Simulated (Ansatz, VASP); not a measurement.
**Cd3HgS4 in VASP and in Ansatz**

The input INCAR:

```
PREC = Accurate ; ENCUT = 520
EDIFF = 1E-6 ; ISMEAR = 0
SIGMA = 0.01 ; LREAL = F
LASPH = T ; NELM = 100
ALGO = Normal ; ISIF = 2
LWAVE = F ; LCHARG = F
GGA = PE ; NBANDS = 46
```

File KPOINTS:

```
Automatic mesh
0
Gamma
  6 6 6
```

POSCAR

```
Cd3HgS4
1.0
   -2.9710074539      2.9710074539      5.9428815169
    2.9710074539     -2.9710074539      5.9428815169
    2.9710074539      2.9710074539     -5.9428815169
Cd S Hg
3 4 1
Direct
    0.7500000000      0.2500000000      0.5000000000
    0.5000000000      0.5000000000      0.0000000000
    0.2500000000      0.7500000000      0.5000000000
    0.1260947508      0.6219475268      0.0000000000
    0.8739052492      0.8739052492      0.4958527761
    0.6219475268      0.1260947508      0.0000000000
    0.3780524732      0.3780524732      0.5041472239
    0.0000000000      0.0000000000      0.0000000000
```

Input for Ansatz:

```yaml
crystal:
  lattice:
    - [-2.9710074539, 2.9710074539, 5.9428815169]
    - [2.9710074539, -2.9710074539, 5.9428815169]
    - [2.9710074539, 2.9710074539, -5.9428815169]
  atoms:
    - { symbol: Cd, position: [0.75, 0.25, 0.5] }
    - { symbol: S, position: [0.1260947508, 0.6219475268, 0.0] }
    - { symbol: Cd, position: [0.5, 0.5, 0.0] }
    - { symbol: S, position: [0.8739052492, 0.8739052492, 0.4958527761] }
    - { symbol: Cd, position: [0.25, 0.75, 0.5] }
    - { symbol: S, position: [0.6219475268, 0.1260947508, 0.0] }
    - { symbol: Hg, position: [0.0, 0.0, 0.0] }
    - { symbol: S, position: [0.3780524732, 0.3780524732, 0.5041472239] }
kpoints:
  mp_grid: { grid: [6, 6, 6] }
hamiltonian:
  xc: pbe
scf:
  occupations: { method: fixed }
  n_extra_bands: 6
output:
  forces: true
  stress: true
  eigenvalues: true
```

Alike in both runs: task single point; functional PBE; k mesh 6 × 6 × 6; no spin polarisation.

|  | VASP | Ansatz |
| --- | --- | --- |
| version | VASP 6.6.1 | Ansatz 0.2.0 |
| potentials or method | VASP PAW PBE potentials, release 64 (Cd, S, Hg) | plane waves, PAW |
| plane-wave cutoff (eV) | 520 | 420 |
| occupations | gaussian, width 0.01 eV | fixed |
| valence electrons in the cell | 72 | 104 |

|  | VASP | Ansatz | Ansatz less VASP |
| --- | --- | --- | --- |
| gap on the k mesh at the Fermi level (eV) | 0.63 | 0.63 | -0.001 |
| pressure (GPa) | 0.3 | 0.0 | -0.30 |

VASP's potentials hold 72 valence electrons a cell and Ansatz's 104, so a difference there can come from the potentials and not from the codes.

Neither program's run includes spin-orbit coupling.
